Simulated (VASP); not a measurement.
Runs of VASP 6.6.1 on PbSe (Clausthalite). It takes space group Fm-3m (No. 225, cubic). Conventional cell: a = 6.121 Å, b = 6.121 Å, c = 6.121 Å, α = 90.00°, β = 90.00°, γ = 90.00°. Within 4.0 Å of Pb (site symmetry m-3m) lie 6 Se at 3.06 Å. Se (site symmetry m-3m) has 6 Pb at 3.06 Å within 4.0 Å. 

```csv
level,potentials or basis,gap on the mesh (eV),pressure (GPa)
PBEsol,"VASP PAW PBE potentials, release 64 (Pb_d, Se)",0.20,(c)
PBE,"VASP PAW PBE potentials, release 64 (Pb_d, Se)",0.29,(b)
r2SCAN,"VASP PAW PBE potentials, release 64 (Pb_d, Se)",0.58,1.5
LDA,"VASP PAW LDA potentials, release 64 (Pb_d, Se)",0.16,-2.1
revPBE,"VASP PAW PBE potentials, release 64 (Pb_d, Se)",(a),3.7
```

Alike in all rows: task single point; no spin polarisation; cell as given; k mesh 6 × 6 × 6; cutoff (eV) 520; smearing fermi-dirac 0.01 eV.

**Question.** Estimate the missing entries.

**Answer.** (a) 0.35; (b) 2.4; (c) -0.5.

Caveats: spin-orbit coupling is left out, which moves the levels of the heavy elements; the PAW data sets were made with another functional, which shifts forces and pressure a little (some runs).

A k mesh can miss the band edges, and the runs leave out spin-orbit coupling on Pb, Se.
